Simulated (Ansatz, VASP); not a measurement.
Two plane-wave programs on Hf

Contents of POSCAR:

```
Hf
1.0
    3.1987335297      0.0000000000      0.0000000000
   -1.5993667648      2.7701844966      0.0000000000
    0.0000000000      0.0000000000      5.0505021987
Hf
2
Direct
    0.3333333333      0.6666666667      0.2500000000
    0.6666666667      0.3333333333      0.7500000000
```

Contents of INCAR.step1:

```
PREC = Accurate
ENCUT = 520
ISMEAR = -1
SIGMA = 0.2
LREAL = F
LASPH = T
NELM = 80
NBANDS = 17
GGA = PE
ALGO = Normal
EDIFF = 1E-4
LWAVE = T
LCHARG = F
```

Contents of INCAR.step2:

```
PREC = Accurate
ENCUT = 520
EDIFF = 1E-6
ISMEAR = -1
SIGMA = 0.2
LREAL = F
LASPH = T
NELM = 80
ALGO = Normal
ISIF = 2
LWAVE = F
LCHARG = F
METAGGA = R2SCAN
LMIXTAU = T
NBANDS = 17
ISTART = 1
```

File KPOINTS:

```
Automatic mesh
0
Gamma
  11 11 6
```

Input for Ansatz:

```yaml
crystal:
  lattice:
    - [3.1987335297, 0.0, 0.0]
    - [-1.5993667648, 2.7701844966, 0.0]
    - [0.0, 0.0, 5.0505021987]
  atoms:
    - { symbol: Hf, position: [0.3333333333, 0.6666666667, 0.25] }
    - { symbol: Hf, position: [0.6666666667, 0.3333333333, 0.75] }
hamiltonian:
  xc: r2scan
  pseudopotentials:
    kind: paw
    azcp:
      Hf: "pseudopotentials/Hf.paw.azcp"
basis:
  ecutwfc: 500
  fft_grid_basis: typed
kpoints:
  mp_grid: { grid: [11, 11, 6], shift: [0, 0, 0] }
magnetization:
  spin_polarized: false
scf:
  occupations: { method: fermi_dirac, width: 0.2 }
  lower_state_search: "off"
output:
  stress: true
```

Alike in both runs: task single point; functional r2SCAN; k mesh 11 × 11 × 6; occupations fermi-dirac, width 0.2 eV; no spin polarisation.

|  | VASP | Ansatz |
| --- | --- | --- |
| version | VASP 6.6.1 | Ansatz 0.2.0 |
| potentials or method | VASP PAW PBE potentials, release 64 (Hf_pv), cutoff 520 eV | plane waves (500 eV) with PAW, scalar-relativistic |
| valence electrons in the cell | 20 | 52 |

Ansatz gave:

```
pressure (GPa)                                                : 0.2
traceless stress, the component that is largest in VASP (GPa) : 0.28
```

Task: What did VASP give for the same quantities?

Result: Pressure (GPa): -0.4; traceless stress, the component that is largest in VASP (GPa): 0.18.

VASP's potentials were made for PBE, not for r2SCAN. VASP's potentials hold 20 valence electrons a cell and Ansatz's 52, so a difference there can come from the potentials and not from the codes.

Spin-orbit coupling is off throughout.
